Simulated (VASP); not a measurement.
Input of a VASP 6.6.1 run:

INCAR

```
ALGO = Normal
EDIFF = 1E-7
ENCUT = 520
GGA = RE
ISIF = 2
ISMEAR = -1
IVDW = 12
LASPH = True
LCHARG = False
LREAL = False
LWAVE = False
NBANDS = 35
NELM = 80
PREC = Accurate
SIGMA = 0.05
```

The input KPOINTS:

```
k-points
0
Gamma
  6 6 8
```

Contents of POSCAR:

```
SnO2
1.0
    4.7380000000      0.0000000000      0.0000000000
    0.0000000000      4.7380000000      0.0000000000
    0.0000000000      0.0000000000      3.1865000000
Sn O
2 4
Direct
    0.5000000000      0.5000000000      0.5000000000
    0.0000000000      0.0000000000      0.0000000000
    0.8071000000      0.1929000000      0.5000000000
    0.6929000000      0.6929000000      0.0000000000
    0.1929000000      0.8071000000      0.5000000000
    0.3071000000      0.3071000000      0.0000000000
```

Potentials or basis: VASP PAW PBE potentials, release 64 (Sn_d, O).

Run with:

```bash
$ cat potpaw_PBE.64/Sn_d/POTCAR potpaw_PBE.64/O/POTCAR > POTCAR
$ mpirun -np 1 vasp_std > vasp.out
```

(1) Estimate the band gap on the k mesh.

(2) Predict the largest force.

Answers

(1) 1.34 eV, direct.

(2) 0.334 eV/Å.

Caveat: the PAW data sets were made with another functional, which shifts forces and pressure a little; spin-orbit coupling is left out, which moves the levels of the heavy elements.
